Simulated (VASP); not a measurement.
Pd:

```
Pd
1.0
     0.00000    1.94500    1.94500
     1.94500    0.00000    1.94500
     1.94500    1.94500    0.00000
Pd
1
Direct
  0.00000 0.00000 0.00000
```

| Quantity | Value |
| --- | --- |
| Program | VASP 6.6.1 |
| Task | relaxation of cell and atoms |
| Functional | LDA |
| Potentials or basis | VASP PAW LDA potentials, release 64 (Pd) |
| Cutoff | 600 eV |
| k mesh | 24 × 24 × 24 |
| Occupations | methfessel-paxton, width 0.1 eV |
| Spin | no spin polarisation |

At the start: pressure -7.9 GPa; volume 14.72 Å³/atom.

Problem. How do energy, volume and symmetry change on relaxing?

Solution. Over 4 steps the energy falls by 14.3 meV/atom and the volume is 14.16 Å³/atom (-3.8 %); space group Fm-3m (No. 225, to 0.1 Å) before and after.

Step by step:
```csv
step,energy change (eV),largest force (eV/Å),pressure (GPa),volume (Å³)
1,0.0000,0.0000,-7.92,14.72
2,0.0369,0.0000,18.83,13.22
3,-0.0143,0.0000,-0.18,14.17
4,-0.0143,0.0000,0.01,14.16
```

Final structure:
```cif
data_structure
_symmetry_space_group_name_H-M 'P 1'
_symmetry_Int_Tables_number 1
_cell_length_a 2.7156
_cell_length_b 2.7156
_cell_length_c 2.7156
_cell_angle_alpha 60.000
_cell_angle_beta 60.000
_cell_angle_gamma 60.000
_cell_volume 14.16
loop_
_atom_site_label
_atom_site_type_symbol
_atom_site_fract_x
_atom_site_fract_y
_atom_site_fract_z
_atom_site_occupancy
Pd1 Pd 0.00000 0.00000 0.00000 1
```
